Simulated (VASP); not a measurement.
# Ti3Al (Pm) in VASP: notebook

The runs below take Ti3Al through single point, with PBE.

All numbers are computed with VASP 6.6.1; they aren't measurements. Logs are shortened: lines on timing, memory, paths and dates and some standing lists are left out, and cuts for length are marked.

### 1 The cell of the first run

The structure is monoclinic, space group Pm (No. 6). Conventional cell: a = 2.930 Å, b = 9.232 Å, c = 2.930 Å, α = 90.00°, β = 120.00°, γ = 90.00°. Within 3.4 Å of Ti (site symmetry m) lie 12 Ti at 2.55 to 3.17 Å. Ti (site symmetry 1) has 9 Ti at 2.55 to 3.17 Å and 3 Al at 2.80 to 2.96 Å within 3.4 Å. Within 3.7 Å of Al (site symmetry m) lie 6 Ti at 2.80 to 2.96 Å and 6 Al at 2.93 Å.

### 2 Single point, PBE (atoms displaced along several vibrational modes)

File INCAR:

```
SYSTEM = Ti3Al
ALGO = Fast ; EDIFF = 1E-7
ENCUT = 520 ; GGA = PE
ISIF = 2 ; ISMEAR = 0
LASPH = .TRUE. ; LCHARG = .TRUE.
LELF = .TRUE. ; LREAL = .FALSE.
LVHAR = .TRUE. ; LWAVE = .FALSE.
NBANDS = 28 ; NELM = 60
PREC = Accurate ; SIGMA = 0.15
```

File KPOINTS:

```
k-points
0
G
  15 15 6
  0 0 0
```

File POSCAR:

```
Ti3Al
1.0
    2.9297375378      0.0000000000      0.0000000000
   -1.4648687689      2.5372271341      0.0000000000
    0.0000000000      0.0000000000      9.2315308735
Ti Al
3 1
Direct
    0.6179061183      0.4665496290      0.0000000000
    0.3487288827      0.6246052435      0.7504575700
    0.3487288827      0.6246052435      0.2495424300
    0.6985456363      0.2462383685      0.5000000000
```

Potentials or basis: VASP PAW PBE potentials, release 64 (Ti_sv, Al).

The run is started by

```bash
cat potpaw_PBE.64/Ti_sv/POTCAR potpaw_PBE.64/Al/POTCAR > POTCAR
mpirun -np 1 vasp_std > vasp.out
```

OUTCAR:

```text
SYSTEM = Ti3Al
   EDIFF = 1E-7
   ENCUT = 520
   GGA = PE
   ISIF = 2
   ISMEAR = 0
   LASPH = .TRUE.
   LREAL = .FALSE.
   NELM = 60
   PREC = Accurate

 ion  position               nearest neighbor table
   1  0.618  0.467  0.000-   2 2.55   3 2.55
   2  0.349  0.625  0.750-   1 2.55   4 2.80   4 2.84   4 2.96
   3  0.349  0.625  0.250-   1 2.55   4 2.80   4 2.84   4 2.96
   4  0.699  0.246  0.500-   2 2.80   3 2.80   2 2.84   3 2.84   2 2.96   3 2.96

  LATTYP: Found a hexagonal cell.
 ALAT       =     2.9297375378
 C/A-ratio  =     3.1509753875

  Lattice vectors:

 A1 = (   2.9297375378,   0.0000000000,   0.0000000000)
 A2 = (  -1.4648687689,   2.5372271341,   0.0000000000)
 A3 = (   0.0000000000,   0.0000000000,   9.2315308735)

Analysis of symmetry for initial positions (statically):
=====================================================================
 Subroutine PRICEL returns:
 Original cell was already a primitive cell.

 Routine SETGRP: Setting up the symmetry group for a
 hexagonal supercell.

 Subroutine GETGRP returns: Found  2 space group operations
 (whereof  2 operations were pure point group operations)
 out of a pool of 24 trial point group operations.

The static configuration has the point symmetry C_1h.

Analysis of symmetry for dynamics (positions and initial velocities):
=====================================================================
 Subroutine PRICEL returns:
 Original cell was already a primitive cell.

 Routine SETGRP: Setting up the symmetry group for a
 hexagonal supercell.

 Subroutine GETGRP returns: Found  2 space group operations
 (whereof  2 operations were pure point group operations)
 out of a pool of 24 trial point group operations.

The dynamic configuration has the point symmetry C_1h.

 Subroutine INISYM returns: Found  2 space group operations
 (whereof  2 operations are pure point group operations),
 and found     1 'primitive' translations

----------------------------------------------------------------------------------------

                                     Primitive cell

  volume of cell :      68.6218

  direct lattice vectors                    reciprocal lattice vectors
     2.929737538  0.000000000  0.000000000     0.341327504  0.197065526  0.000000000
    -1.464868769  2.537227134  0.000000000     0.000000000  0.394131052  0.000000000
     0.000000000  0.000000000  9.231530874     0.000000000  0.000000000  0.108324395

[... 87 lines left out ...]
   EDIFF  = 0.1E-06   stopping-criterion for ELM
   LREAL  =      F    real-space projection
   EDIFFG = 0.1E-05   stopping-criterion for IOM
   NSW    =      0    number of steps for IOM
   IBRION =     -1    ionic relax: 0-MD 1-quasi-New 2-CG
   NFREE  =      0    steps in history (QN), initial steepest desc. (CG)
   ISIF   =      2    stress and relaxation
   ISYM   =      2    0-nonsym 1-usesym 2-fastsym
   POTIM  = 0.5000    time-step for ionic-motion
   TEBEG  =    0.0;   TEEND  =   0.0 temperature during run
   PSTRESS=    0.0 pullay stress
   NELECT =      39.0000    total number of electrons
   NUPDOWN=      -1.0000    fix difference up-down
   EMIN   =  10.00;   EMAX   =-10.00  energy-range for DOS
   EFERMI =   0.00;   METHOD = LEGACY
   ISMEAR =     0;   SIGMA  =   0.15  broadening in eV -4-tet -1-fermi 0-gaus
   EFERMI_NEDOS =   21; number of points for ismear=-14 and -15
   IALGO  =     68    algorithm
   IMIX   =      4    mixing-type and parameters
     AMIX     =   0.40;   BMIX     =  1.00
     AMIX_MAG =   1.60;   BMIX_MAG =  1.00
  volume/ion in A,a.u.               =      17.16       115.77
  Fermi-wavevector in a.u.,A,eV,Ry     =   1.356050  2.562563 25.019375  1.838872
  Thomas-Fermi vector in A             =   2.483086
   LORBIT       =      0    0 simple, 1 ext, 2 COOP (PROOUT), +10 PAW based schemes
   GGA     = PE    functional components
   LHFCALC =     F    Hartree Fock is set to
   AEXX    =    0.0000 exact exchange contribution
   IVDW    =     0    specifies the selected vdW correction
   LEPSILON=     F    determine dielectric tensor
   LRPA    =     F    only Hartree local field effects (RPA)
 non-spin polarized calculation
 RMM-DIIS sequential band-by-band and
 Gauss-broadening in eV      SIGMA  =   0.15
  energy-cutoff  :      520.00
  volume of cell :       68.62
 maximum number of plane-waves:      1907
 NGX is ok and might be reduce to    24
   NGX = 11   NGY = 11   NGZ = 35

 number of electron      38.9999991 magnetization

 Free energy of the ion-electron system (eV)
  ---------------------------------------------------
  ext. energy  EPLUGINS =         0.00000000
  ---------------------------------------------------
  free energy    TOTEN  =       -27.45769829 eV

  energy without entropy =      -27.39925321  energy(sigma->0) =      -27.42847575

 E-fermi :   7.9085     XC(G=0): -11.1736

 val. band max:        7.9084725376   @ k =   0.0667   0.2667   0.0000
 cond. band min:       7.9094192110   @ k =   0.0000   0.4667   0.5000
 fundamental gap:      0.0009466734
 Fermi energy:         7.9085270600

 k-point     1 :       0.0000    0.0000    0.0000
  band No.  band energies     occupation
      1     -48.7342      2.00000
      2     -48.6954      2.00000
      3     -48.5522      2.00000
      4     -25.3488      2.00000
      5     -25.0442      2.00000
      6     -24.6880      2.00000
[... 733 lines left out ...]
     27      10.3305      0.00000
     28      10.5781      0.00000

 [... further k-points ...]

------------------------ aborting loop because EDIFF is reached ----------------------------------------

  FORCE on cell =-STRESS in cart. coord.  units (eV):
  Direction    XX          YY          ZZ          XY          YZ          ZX
  --------------------------------------------------------------------------------------
  -------------------------------------------------------------------------------------
  Total       -0.3247938     -0.9795586      0.3024141     -0.5771561      0.0000000      0.0000000
  in kB       -7.5832698    -22.8706870      7.0607497    -13.4754141      0.0000000      0.0000000
  external PRESSURE =      -7.7977357 kB  Pullay stress =       0.0000000 kB

 VOLUME and BASIS-vectors are now :
 -----------------------------------------------------------------------------
  energy-cutoff  :      520.00
  volume of cell :       68.62
      direct lattice vectors                 reciprocal lattice vectors
     2.929737538  0.000000000  0.000000000     0.341327504  0.197065526  0.000000000
    -1.464868769  2.537227134  0.000000000     0.000000000  0.394131052  0.000000000
     0.000000000  0.000000000  9.231530874     0.000000000  0.000000000  0.108324395

 POSITION                                       TOTAL-FORCE (eV/Angst)
 -----------------------------------------------------------------------------------
      1.12687      1.18374      0.00000         0.896038     -0.482429      0.000000
      0.10672      1.58477      6.92787        -0.388581      0.138893     -0.135963
      0.10672      1.58477      2.30366        -0.388581      0.138893      0.135963
      1.68585      0.62476      4.61577        -0.118876      0.204642      0.000000
 -----------------------------------------------------------------------------------
    total drift:                                0.000113      0.000036      0.000000

  FREE ENERGIE OF THE ION-ELECTRON SYSTEM (eV)
  ---------------------------------------------------
  free  energy   TOTEN  =       -27.4576982939 eV

  energy  without entropy=      -27.3992532089  energy(sigma->0) =      -27.42847575
```

Run time: 28 min. Hardware: 1 thread of Intel Xeon 6975P-C (Granite Rapids), shared host; peak memory 0.76 GiB.

Results:

* Free energy: -27.4577 eV
* Pressure: -0.8 GPa
* Largest force: 1.018 eV/Å
* Band gap on the k mesh: zero (an odd number of electrons rules out a gap without spin polarisation)

Forces in eV/Å, atoms in the order of the input:
```
Ti   0.896 -0.482  0.000
Ti  -0.389  0.139 -0.136
Ti  -0.389  0.139  0.136
Al  -0.119  0.205  0.000
```

Levels at points of the mesh, in eV from the Fermi level:
```csv
k point,band 16,band 17,band 18,band 19,band 20,band 21,band 22,band 23,band 24,band 25
"(0.00, 0.00, 0.00)",-2.22,-0.79,0.15,0.49,0.98,0.99,1.08,1.22,1.26,1.58
"(0.00, 0.00, 0.50)",-3.06,-0.84,0.17,0.39,0.97,0.99,1.11,1.21,1.29,1.59
```

Caveat: the cell differs from its parent crystal (atoms displaced along several vibrational modes); forces of over 1 eV/Å act on the atoms, so gaps and moduli don't describe the material at rest.

### 3 Single point, PBE (atoms displaced along several vibrational modes)

File INCAR:

```
SYSTEM = Ti3Al
  ALGO = Fast
  EDIFF = 1E-6
  ENCUT = 520
  GGA = PE
  ISIF = 2
  ISMEAR = 0
  LASPH = .True.
  LCHARG = .False.
  LREAL = .False.
  LWAVE = .False.
  NBANDS = 28
  NELM = 80
  PREC = Accurate
  SIGMA = 0.15
```

File KPOINTS:

```
k-points
0
Gamma
  15 15 6
  0 0 0
```

File POSCAR:

```
Ti3Al
1.0
    2.9297375378      0.0000000000      0.0000000000
   -1.4648687689      2.5372271341      0.0000000000
    0.0000000000      0.0000000000      9.2315308735
Ti Al
3 1
Direct
    0.5615909092      0.2001170377      0.0000000000
    0.3665097242      0.7087280898      0.7504575700
    0.3665097242      0.7087280898      0.2495424300
    0.7353637382      0.4204282981      0.5000000000
```

Potentials or basis: VASP PAW PBE potentials, release 64 (Ti_sv, Al).

The run is started by

```bash
cat potpaw_PBE.64/Ti_sv/POTCAR potpaw_PBE.64/Al/POTCAR > POTCAR
mpirun -np 1 vasp_std > vasp.out
```

It took 20 min on 1 thread of Intel Xeon 6975P-C (Granite Rapids), shared host; peak memory 0.75 GiB.

The run converged. Its results:

| Property | Result |
| --- | --- |
| Free energy | -27.6097 eV |
| Pressure | -0.5 GPa |
| Largest force | 0.743 eV/Å |
| Band gap on the k mesh | zero (an odd number of electrons rules out a gap without spin polarisation) |

Forces in eV/Å, atoms in the order of the input:
```
Ti   0.076  0.739  0.000
Ti   0.013 -0.286 -0.051
Ti   0.013 -0.286  0.051
Al  -0.102 -0.168  0.000
```

Stress tensor (GPa, compression positive):
```
-2.71 -0.24  0.00
-0.24  0.84  0.00
 0.00  0.00  0.43
```

Levels at points of the mesh, in eV from the Fermi level:
```csv
k point,band 18,band 19,band 20,band 21,band 22,band 23
"(0.00, 0.00, 0.00)",0.35,0.50,0.93,0.95,1.03,1.15
"(0.00, 0.00, 0.50)",0.37,0.42,0.94,0.95,1.07,1.15
```

Caveat: the cell differs from its parent crystal (atoms displaced along several vibrational modes).
